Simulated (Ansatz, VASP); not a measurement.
Ti3Al4Ni: VASP beside Ansatz

INCAR

```
PREC     = Accurate       # precision mode
ENCUT    = 520            # plane-wave cutoff, eV
EDIFF    = 1E-6           # SCF threshold, eV
ISMEAR   = 0              # smearing method
SIGMA    = 0.1            # smearing width, eV
LREAL    = False          # projectors in reciprocal space
LASPH    = True           # aspherical terms in the spheres
NELM     = 100            # most SCF steps
ALGO     = Fast           # electronic algorithm
ISIF     = 2              # what is computed and relaxed
LWAVE    = False          # write WAVECAR
LCHARG   = False          # write CHGCAR
GGA      = PE             # functional
NBANDS   = 39             # bands
```

The input KPOINTS:

```
Automatic mesh
0
Gamma
  4 4 6
```

POSCAR

```
Ti3Al4Ni
1.0
    5.8200008000      0.0000000000      0.0000000000
    0.0000000000      5.8200008000      0.0000000000
    0.0000000000      0.0000000000      3.6196499000
Ti Al Ni
3 4 1
Direct
    0.0000000000      0.0000000000      0.5000000000
    0.0000000000      0.5000000000      0.5000000000
    0.5000000000      0.0000000000      0.5000000000
    0.7314970000      0.7314970000      0.0000000000
    0.7314970000      0.2685030000      0.0000000000
    0.2685030000      0.7314970000      0.0000000000
    0.2685030000      0.2685030000      0.0000000000
    0.5000000000      0.5000000000      0.5000000000
```

Input for Ansatz:

```yaml
crystal:
  lattice:
    - [5.8200008, 0.0, 0.0]
    - [0.0, 5.8200008, 0.0]
    - [0.0, 0.0, 3.6196499]
  atoms:
    - { symbol: Ti, position: [0.0, 0.0, 0.5] }
    - { symbol: Ti, position: [0.0, 0.5, 0.5] }
    - { symbol: Ti, position: [0.5, 0.0, 0.5] }
    - { symbol: Al, position: [0.731497, 0.731497, 0.0] }
    - { symbol: Al, position: [0.731497, 0.268503, 0.0] }
    - { symbol: Al, position: [0.268503, 0.731497, 0.0] }
    - { symbol: Al, position: [0.268503, 0.268503, 0.0] }
    - { symbol: Ni, position: [0.5, 0.5, 0.5] }
basis:
  ecutwfc: 420
kpoints:
  mp_grid: { grid: [4, 4, 6] }
hamiltonian:
  xc: pbe
scf:
  occupations: { method: gaussian, width: 0.1 }
  lower_state_search: "off"
output:
  forces: true
  stress: true
  eigenvalues: true
```

Alike in both runs: task single point; functional PBE; k mesh 4 × 4 × 6; occupations gaussian, width 0.1 eV; no spin polarisation.

|  | VASP | Ansatz |
| --- | --- | --- |
| version | VASP 6.6.1 | Ansatz 0.2.0 |
| potentials or method | VASP PAW PBE potentials, release 64 (Ti_sv, Al, Ni), cutoff 520 eV | scalar-relativistic, plane waves, PAW |
| valence electrons in the cell | 58 | 66 |

```csv
,VASP,Ansatz,Ansatz less VASP
gap on the k mesh at the Fermi level (eV),none,none,-
pressure (GPa),-0.1,0.0,+0.04
rms of the force components (eV/Å),0.004,0.001,-0.0027
```

Atom by atom the forces differ by 0.003 eV/Å (rms over components). A gap of «none» marks a metal or a gap that the smearing closes. With one functional, cell and mesh, what is left measures potentials, basis and numerics. VASP's potentials hold 58 valence electrons a cell and Ansatz's 66, so a difference there can come from the potentials and not from the codes.
